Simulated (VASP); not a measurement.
# CaC (Fm-3m) in VASP: a series of runs

The runs below take CaC through single point, relaxation of cell and atoms, with PBE.

Program: VASP 6.6.1. These are calculated values, not measurements. Logs are shortened: lines on timing, memory, paths and dates and some standing lists are left out, and cuts for length are marked.

### 1 The cell of the first run

Symmetry: Fm-3m, No. 225, cubic system. Conventional cell: a = 5.242 Å, b = 5.242 Å, c = 5.242 Å, α = 90.00°, β = 90.00°, γ = 90.00°. Within 3.5 Å of Ca (site symmetry m-3m) lie 6 C at 2.62 Å. Within 3.5 Å of C (site symmetry m-3m) lie 6 Ca at 2.62 Å.

### 2 Single point, PBE

Contents of INCAR:

```
SYSTEM = CaC
PREC = Accurate
ENCUT = 520
EDIFF = 1E-6
ISMEAR = 0
SIGMA = 0.1
LREAL = .FALSE.
LASPH = .TRUE.
NELM = 100
ALGO = Normal
ISIF = 2
LWAVE = .FALSE.
LCHARG = .FALSE.
GGA = PE
NBANDS = 14
```

Contents of KPOINTS:

```
regular mesh
0
G
  6 6 6
  0 0 0
```

Contents of POSCAR:

```
CaC
1.0
    0.0000000000      2.6209917900      2.6209917900
    2.6209917900      0.0000000000      2.6209917900
    2.6209917900      2.6209917900      0.0000000000
Ca C
1 1
Direct
    0.5000000000      0.5000000000      0.5000000000
    0.0000000000      0.0000000000      0.0000000000
```

Potentials or basis: VASP PAW PBE potentials, release 64 (Ca_sv, C).

The run is started by

```sh
$ cat potpaw_PBE.64/Ca_sv/POTCAR potpaw_PBE.64/C/POTCAR > POTCAR
$ mpirun -np 1 vasp_std > vasp.out
```

OUTCAR:

```text
SYSTEM = CaC
   PREC = Accurate
   ENCUT = 520
   EDIFF = 1E-6
   ISMEAR = 0
   LREAL = .FALSE.
   LASPH = .TRUE.
   NELM = 100
   ISIF = 2
   GGA = PE

 ion  position               nearest neighbor table
   1  0.500  0.500  0.500-   2 2.62   2 2.62   2 2.62   2 2.62   2 2.62   2 2.62
   2  0.000  0.000  0.000-   1 2.62   1 2.62   1 2.62   1 2.62   1 2.62   1 2.62

  LATTYP: Found a face centered cubic cell.
 ALAT       =     5.2419835800

  Lattice vectors:

 A1 = (   0.0000000000,   2.6209917900,   2.6209917900)
 A2 = (   2.6209917900,   0.0000000000,   2.6209917900)
 A3 = (   2.6209917900,   2.6209917900,   0.0000000000)

Analysis of symmetry for initial positions (statically):
=====================================================================
 Subroutine PRICEL returns:
 Original cell was already a primitive cell.

 Routine SETGRP: Setting up the symmetry group for a
 face centered cubic supercell.

 Subroutine GETGRP returns: Found 48 space group operations
 (whereof 48 operations were pure point group operations)
 out of a pool of 48 trial point group operations.

The static configuration has the point symmetry O_h .

Analysis of symmetry for dynamics (positions and initial velocities):
=====================================================================
 Subroutine PRICEL returns:
 Original cell was already a primitive cell.

 Routine SETGRP: Setting up the symmetry group for a
 face centered cubic supercell.

 Subroutine GETGRP returns: Found 48 space group operations
 (whereof 48 operations were pure point group operations)
 out of a pool of 48 trial point group operations.

The dynamic configuration has the point symmetry O_h .

 Subroutine INISYM returns: Found 48 space group operations
 (whereof 48 operations are pure point group operations),
 and found     1 'primitive' translations

----------------------------------------------------------------------------------------

                                     Primitive cell

  volume of cell :      36.0103

  direct lattice vectors                    reciprocal lattice vectors
     0.000000000  2.620991790  2.620991790    -0.190767480  0.190767480  0.190767480
     2.620991790  0.000000000  2.620991790     0.190767480 -0.190767480  0.190767480
     2.620991790  2.620991790  0.000000000     0.190767480  0.190767480 -0.190767480

  length of vectors
     3.706642136  3.706642136  3.706642136     0.330418969  0.330418969  0.330418969

  position of ions in fractional coordinates (direct lattice)
     0.500000000  0.500000000  0.500000000
     0.000000000  0.000000000  0.000000000
[... 79 lines left out ...]
   NELECT =      14.0000    total number of electrons
   NUPDOWN=      -1.0000    fix difference up-down
   EMIN   =  10.00;   EMAX   =-10.00  energy-range for DOS
   EFERMI =   0.00;   METHOD = LEGACY
   ISMEAR =     0;   SIGMA  =   0.10  broadening in eV -4-tet -1-fermi 0-gaus
   EFERMI_NEDOS =   21; number of points for ismear=-14 and -15
   IALGO  =     38    algorithm
   IMIX   =      4    mixing-type and parameters
     AMIX     =   0.40;   BMIX     =  1.00
     AMIX_MAG =   1.60;   BMIX_MAG =  1.00
  volume/ion in A,a.u.               =      18.01       121.50
  Fermi-wavevector in a.u.,A,eV,Ry     =   1.194837  2.257914 19.424147  1.427634
  Thomas-Fermi vector in A             =   2.330817
   LORBIT       =      0    0 simple, 1 ext, 2 COOP (PROOUT), +10 PAW based schemes
   GGA     = PE    functional components
   LHFCALC =     F    Hartree Fock is set to
   AEXX    =    0.0000 exact exchange contribution
   IVDW    =     0    specifies the selected vdW correction
   LEPSILON=     F    determine dielectric tensor
   LRPA    =     F    only Hartree local field effects (RPA)
 non-spin polarized calculation
 Gauss-broadening in eV      SIGMA  =   0.10
  energy-cutoff  :      520.00
  volume of cell :       36.01
 maximum number of plane-waves:       982
   NGX = 13   NGY = 13   NGZ = 13

 number of electron      13.9999998 magnetization

 Free energy of the ion-electron system (eV)
  ---------------------------------------------------
  ext. energy  EPLUGINS =         0.00000000
  ---------------------------------------------------
  free energy    TOTEN  =        -8.63146599 eV

  energy without entropy =       -8.60571630  energy(sigma->0) =       -8.61859114

 E-fermi :   2.2468     XC(G=0):  -9.6838

 val. band max:        2.1735194016   @ k =  -0.3333   0.1667   0.0000
 cond. band min:       2.2585810778   @ k =   0.5000   0.1667   0.0000
 fundamental gap:      0.0850616761
 Fermi energy:         2.2467951541

 k-point     1 :       0.0000    0.0000    0.0000
  band No.  band energies     occupation
      1     -36.5913      2.00000
      2     -17.5239      2.00000
      3     -17.5239      2.00000
      4     -17.5239      2.00000
      5      -6.9504      2.00000
      6       3.6515      0.00000
      7       3.6515      0.00000
      8       3.6515      0.00000
      9       7.0184      0.00000
     10       7.0184      0.00000
     11       7.0184      0.00000
     12       7.8701      0.00000
     13       8.1435      0.00000
     14       8.1435      0.00000
[... 241 lines left out ...]
      1     -36.5466      2.00000
      2     -17.7583      2.00000
      3     -17.6732      2.00000
      4     -17.6398      2.00000
      5      -5.7493      2.00000
      6       1.3258      2.00000
      7       2.0062      1.99933
      8       2.0572      1.99267
      9       6.4298      0.00000
     10       8.7948      0.00000
     11       9.6730      0.00000
     12       9.8281      0.00000
     13      10.1845      0.00000
     14      12.6120      0.00000

------------------------ aborting loop because EDIFF is reached ----------------------------------------

  FORCE on cell =-STRESS in cart. coord.  units (eV):
  Direction    XX          YY          ZZ          XY          YZ          ZX
  --------------------------------------------------------------------------------------
  -------------------------------------------------------------------------------------
  Total        0.0358224      0.0358224      0.0358224     -0.0000000     -0.0000000     -0.0000000
  in kB        1.5938150      1.5938150      1.5938150     -0.0000000     -0.0000000     -0.0000000
  external PRESSURE =       1.5938150 kB  Pullay stress =       0.0000000 kB

 VOLUME and BASIS-vectors are now :
 -----------------------------------------------------------------------------
  energy-cutoff  :      520.00
  volume of cell :       36.01
      direct lattice vectors                 reciprocal lattice vectors
     0.000000000  2.620991790  2.620991790    -0.190767480  0.190767480  0.190767480
     2.620991790  0.000000000  2.620991790     0.190767480 -0.190767480  0.190767480
     2.620991790  2.620991790  0.000000000     0.190767480  0.190767480 -0.190767480

 POSITION                                       TOTAL-FORCE (eV/Angst)
 -----------------------------------------------------------------------------------
      2.62099      2.62099      2.62099         0.000000      0.000000     -0.000000
      0.00000      0.00000      0.00000        -0.000000     -0.000000      0.000000
 -----------------------------------------------------------------------------------
    total drift:                                0.000000      0.000000      0.000000

  FREE ENERGIE OF THE ION-ELECTRON SYSTEM (eV)
  ---------------------------------------------------
  free  energy   TOTEN  =        -8.6314659875 eV

  energy  without entropy=       -8.6057162956  energy(sigma->0) =       -8.61859114
```

OSZICAR:

```text
N       E                     dE             d eps       ncg     rms          rms(c)
DAV:   1     0.925128705892E+02    0.92513E+02   -0.70866E+03   448   0.965E+02
DAV:   2    -0.379502304302E+01   -0.96308E+02   -0.93316E+02   556   0.256E+02
DAV:   3    -0.886694593582E+01   -0.50719E+01   -0.49488E+01   744   0.478E+01
DAV:   4    -0.892085600241E+01   -0.53910E-01   -0.53837E-01   564   0.490E+00
DAV:   5    -0.892262696194E+01   -0.17710E-02   -0.17708E-02   616   0.564E-01    0.410E+00
DAV:   6    -0.863713626085E+01    0.28549E+00   -0.51645E-01   532   0.376E+00    0.192E+00
DAV:   7    -0.863091638074E+01    0.62199E-02   -0.72742E-02   560   0.199E+00    0.976E-01
DAV:   8    -0.863155141293E+01   -0.63503E-03   -0.12022E-02   600   0.111E+00    0.109E-01
DAV:   9    -0.863141325621E+01    0.13816E-03   -0.13104E-03   628   0.343E-01    0.725E-02
DAV:  10    -0.863143892987E+01   -0.25674E-04   -0.11054E-04   556   0.822E-02    0.276E-02
DAV:  11    -0.863146658776E+01   -0.27658E-04   -0.51572E-05   472   0.584E-02    0.900E-03
DAV:  12    -0.863146598750E+01    0.60026E-06   -0.26862E-06   550   0.115E-02
   1 F= -.86314660E+01 E0= -.86185911E+01  d E =-.257497E-01
```

stdout:

```text
POSCAR found type information on POSCAR CaC
 POSCAR found :  2 types and       2 ions
 scaLAPACK will be used
 LDA part: xc-table for (Slater+PW92), standard interpolation
 POSCAR, INCAR and KPOINTS ok, starting setup
 FFT: planning ... GRIDC
 FFT: planning ... GRID_SOFT
 FFT: planning ... GRID
 WAVECAR not read
 entering main loop
```

Run time: 7.5 s. Hardware: 1 thread of Intel Xeon Platinum 8259CL at 2.50GHz (Skylake/Cascade Lake), shared host; peak memory 0.15 GiB.

What came out:

| Property | Result |
| --- | --- |
| Free energy | -8.6315 eV |
| Pressure | 0.2 GPa |
| Band gap on the k mesh | zero (band 7 reaches 3.65 eV, above the bottom of band 8 at 2.06 eV) |

### 3 Single point, PBE

This run uses another cell than the first one, of 17.84 Å³/atom, 0.991 times its volume.

INCAR is that of step 2.

Contents of KPOINTS:

```
Automatic mesh
0
G
  18 18 18
  0 0 0
```

Contents of POSCAR:

```
CaC
1.0
    0.0000000000      2.6131292802      2.6131292802
    2.6131292802      0.0000000000      2.6131292802
    2.6131292802      2.6131292802      0.0000000000
Ca C
1 1
Direct
    0.5000000000      0.5000000000      0.5000000000
    0.0000000000      0.0000000000      0.0000000000
```

Potentials or basis: VASP PAW PBE potentials, release 64 (Ca_sv, C).

The run is started by

```sh
$ cat potpaw_PBE.64/Ca_sv/POTCAR potpaw_PBE.64/C/POTCAR > POTCAR
$ mpirun -np 1 vasp_std > vasp.out
```

Wall time 62 s (1 thread of Intel Xeon Platinum 8259CL at 2.50GHz (Skylake/Cascade Lake), shared host); peak memory 0.23 GiB.

It converged, with:

```yaml
Free_energy: -8.6461 eV
Pressure: 0.2 GPa
Band_gap_on_the_k_mesh: zero (band 7 reaches 3.72 eV, above the bottom of band 8 at 1.90 eV)
```

Levels at points of the mesh, in eV from the Fermi level:
```tsv
k point	band 3	band 4	band 5	band 6	band 7	band 8	band 9	band 10	band 11	band 12
(0.00, 0.00, 0.00)	-19.76	-19.76	-9.25	1.38	1.38	1.38	4.76	4.76	4.76	5.68
(0.50, 0.00, 0.00)	-19.79	-19.79	-7.76	-2.39	-0.20	-0.20	6.61	6.82	6.85	6.85
(0.50, 0.50, 0.00)	-19.87	-19.87	-8.21	-1.14	0.58	0.58	2.52	6.87	7.60	7.60
```

### 4 Relaxation of cell and atoms, PBE

Contents of INCAR:

```
ALGO = Normal
EDIFF = 1E-6
EDIFFG = -0.01
ENCUT = 600
GGA = PE
IBRION = 2
ISIF = 3
ISMEAR = 0
LASPH = True
LCHARG = False
LREAL = False
LWAVE = False
NELM = 80
NSW = 100
PREC = Accurate
SIGMA = 0.1
```

Contents of KPOINTS:

```
k-points
0
Gamma
  18 18 18
```

Contents of POSCAR:

```
CaC
1.0
    0.0000000000      2.6209917900      2.6209917900
    2.6209917900      0.0000000000      2.6209917900
    2.6209917900      2.6209917900      0.0000000000
Ca C
1 1
Direct
    0.5000000000      0.5000000000      0.5000000000
    0.0000000000      0.0000000000      0.0000000000
```

Potentials or basis: VASP PAW PBE potentials, release 64 (Ca_sv, C).

The run is started by

```sh
$ cat potpaw_PBE.64/Ca_sv/POTCAR potpaw_PBE.64/C/POTCAR > POTCAR
$ mpirun -np 1 vasp_std > vasp.out
```

OUTCAR:

```text
EDIFF = 1E-6
   EDIFFG = -0.01
   ENCUT = 600
   GGA = PE
   IBRION = 2
   ISIF = 3
   ISMEAR = 0
   LASPH = True
   LREAL = False
   NELM = 80
   NSW = 100
   PREC = Accurate

 ion  position               nearest neighbor table
   1  0.500  0.500  0.500-   2 2.62   2 2.62   2 2.62   2 2.62   2 2.62   2 2.62
   2  0.000  0.000  0.000-   1 2.62   1 2.62   1 2.62   1 2.62   1 2.62   1 2.62

  LATTYP: Found a face centered cubic cell.
 ALAT       =     5.2419835800

  Lattice vectors:

 A1 = (   0.0000000000,   2.6209917900,   2.6209917900)
 A2 = (   2.6209917900,   0.0000000000,   2.6209917900)
 A3 = (   2.6209917900,   2.6209917900,   0.0000000000)

Analysis of symmetry for initial positions (statically):
=====================================================================
 Subroutine PRICEL returns:
 Original cell was already a primitive cell.

 Routine SETGRP: Setting up the symmetry group for a
 face centered cubic supercell.

 Subroutine GETGRP returns: Found 48 space group operations
 (whereof 48 operations were pure point group operations)
 out of a pool of 48 trial point group operations.

The static configuration has the point symmetry O_h .

Analysis of symmetry for dynamics (positions and initial velocities):
=====================================================================
 Subroutine PRICEL returns:
 Original cell was already a primitive cell.

 Routine SETGRP: Setting up the symmetry group for a
 face centered cubic supercell.

 Subroutine GETGRP returns: Found 48 space group operations
 (whereof 48 operations were pure point group operations)
 out of a pool of 48 trial point group operations.

The dynamic configuration has the point symmetry O_h .

 Subroutine INISYM returns: Found 48 space group operations
 (whereof 48 operations are pure point group operations),
 and found     1 'primitive' translations
[... 169 lines left out ...]
      0.00000      0.00000      0.00000         0.000000     -0.000000      0.000000
 -----------------------------------------------------------------------------------
    total drift:                                0.000000     -0.000000      0.000000

  FREE ENERGIE OF THE ION-ELECTRON SYSTEM (eV)
  ---------------------------------------------------
  free  energy   TOTEN  =        -8.6461748207 eV

  energy  without entropy=       -8.6234670813  energy(sigma->0) =       -8.63482095

--------------------------------------- Ionic step        2  -------------------------------------------

 number of electron      14.0000001 magnetization

 Free energy of the ion-electron system (eV)
  ---------------------------------------------------
  ext. energy  EPLUGINS =         0.00000000
  ---------------------------------------------------
  free energy    TOTEN  =        -8.64642132 eV

  energy without entropy =       -8.62394835  energy(sigma->0) =       -8.63518483

 E-fermi :   2.3204     XC(G=0):  -9.7018

 val. band max:        2.3200552147   @ k =   0.4444   0.2778   0.0556
 cond. band min:       2.3210539146   @ k =  -0.3333   0.3333   0.0000
 fundamental gap:      0.0009986999
 Fermi energy:         2.3204016695

 k-point     1 :       0.0000    0.0000    0.0000
  band No.  band energies     occupation
      1     -36.5232      2.00000
      2     -17.4561      2.00000
      3     -17.4561      2.00000
      4     -17.4561      2.00000
      5      -6.9236      2.00000
      6       3.7005      0.00000
      7       3.7005      0.00000
      8       3.7005      0.00000
      9       7.0697      0.00000
     10       7.0697      0.00000
     11       7.0697      0.00000
[... 309 lines left out ...]
 k-point    24 :      -0.2222    0.0556    0.0000
  band No.  band energies     occupation
      1     -36.5062      2.00000
      2     -17.6256      2.00000
      3     -17.4815      2.00000
      4     -17.4656      2.00000
      5      -6.2813      2.00000
      6       1.6376      2.00000
      7       2.7301      0.00000
      8       2.8465      0.00000
      9       7.3027      0.00000
     10       7.7877      0.00000
     11       8.2020      0.00000

 [... further k-points ...]
[... 5 lines left out ...]
  --------------------------------------------------------------------------------------
  -------------------------------------------------------------------------------------
  Total        0.0007215      0.0007215      0.0007215      0.0000000      0.0000000      0.0000000
  in kB        0.0322930      0.0322930      0.0322930      0.0000000      0.0000000      0.0000000
  external PRESSURE =       0.0322930 kB  Pullay stress =       0.0000000 kB

 VOLUME and BASIS-vectors are now :
 -----------------------------------------------------------------------------
  energy-cutoff  :      600.00
  volume of cell :       35.80
      direct lattice vectors                 reciprocal lattice vectors
     0.000000000  2.615789166  2.615789166    -0.191146904  0.191146904  0.191146904
     2.615789166 -0.000000000  2.615789166     0.191146904 -0.191146904  0.191146904
     2.615789166  2.615789166  0.000000000     0.191146904  0.191146904 -0.191146904

 POSITION                                       TOTAL-FORCE (eV/Angst)
 -----------------------------------------------------------------------------------
      2.61579      2.61579      2.61579        -0.000000     -0.000000      0.000000
      0.00000      2.61579      2.61579         0.000000      0.000000     -0.000000
 -----------------------------------------------------------------------------------
    total drift:                                0.000000      0.000000      0.000000

  FREE ENERGIE OF THE ION-ELECTRON SYSTEM (eV)
  ---------------------------------------------------
  free  energy   TOTEN  =        -8.6464213155 eV

  energy  without entropy=       -8.6239483453  energy(sigma->0) =       -8.63518483

 reached required accuracy - stopping structural energy minimisation
```

CONTCAR:

```text
CaC
   1.00000000000000
     0.0000000000000000    2.6157891660105275    2.6157891660105275
     2.6157891660105275   -0.0000000000000000    2.6157891660105275
     2.6157891660105275    2.6157891660105275    0.0000000000000000
  Ca              C
     1     1
Direct
     0.5000000000000000    0.5000000000000000    0.5000000000000000
     1.0000000000000000    0.0000000000000000    0.0000000000000000

  0.00000000E+00  0.00000000E+00  0.00000000E+00
  0.00000000E+00  0.00000000E+00  0.00000000E+00
```

Wall time 2.1 min (1 thread of Intel Xeon Platinum 8259CL at 2.50GHz (Skylake/Cascade Lake), shared host); peak memory 0.25 GiB.

Results:

```yaml
Free_energy: -8.6464 eV
Relaxed_volume: 17.90 Å³/atom
Relaxed_cell: a = 3.699 Å, b = 3.699 Å, c = 3.699 Å, α = 60.00°, β = 60.00°, γ = 60.00°
Space_group_after_relaxing_to_0.05_Å: Fm-3m (No. 225)
Energy_gained_by_relaxing: 0.1 meV/atom
Ionic_steps: 2
Pressure_after_relaxing: 0.0 GPa
Band_gap_on_the_k_mesh: zero (band 7 reaches 3.70 eV, above the bottom of band 8 at 1.89 eV)
```

The path:
```
step  energy change (eV)  largest force (eV/Å)  pressure (GPa)  volume (Å³)
   1              0.0000                0.0000           -0.37        36.01
   2             -0.0002                0.0000            0.00        35.80
```

Final structure:
```cif
data_structure
_symmetry_space_group_name_H-M 'P 1'
_symmetry_Int_Tables_number 1
_cell_length_a 3.6993
_cell_length_b 3.6993
_cell_length_c 3.6993
_cell_angle_alpha 60.000
_cell_angle_beta 60.000
_cell_angle_gamma 60.000
_cell_volume 35.80
loop_
_atom_site_label
_atom_site_type_symbol
_atom_site_fract_x
_atom_site_fract_y
_atom_site_fract_z
_atom_site_occupancy
Ca1 Ca 0.50000 0.50000 0.50000 1
C1 C 0.00000 0.00000 0.00000 1
```

### 5 The runs side by side

| task | cell | k mesh | cutoff (eV) | gap on the mesh (eV) | pressure (GPa) |
| --- | --- | --- | --- | --- | --- |
| single point | a = 3.707 Å, angles 60.0°, 2 atoms | 6 × 6 × 6 | 520 | none | 0.2 |
| single point | a = 3.696 Å, angles 60.0°, 2 atoms | 18 × 18 × 18 | 520 | none | 0.2 |
| relaxation of cell and atoms | relaxed from a = 3.707 Å, angles 60.0°, 2 atoms | 18 × 18 × 18 | 600 | none | 0.0 |

Alike in all rows: level PBE; potentials or basis VASP PAW PBE potentials, release 64 (Ca_sv, C); no spin polarisation; smearing gaussian 0.1 eV.

Absolute energies hang on the potentials; compare differences alone.
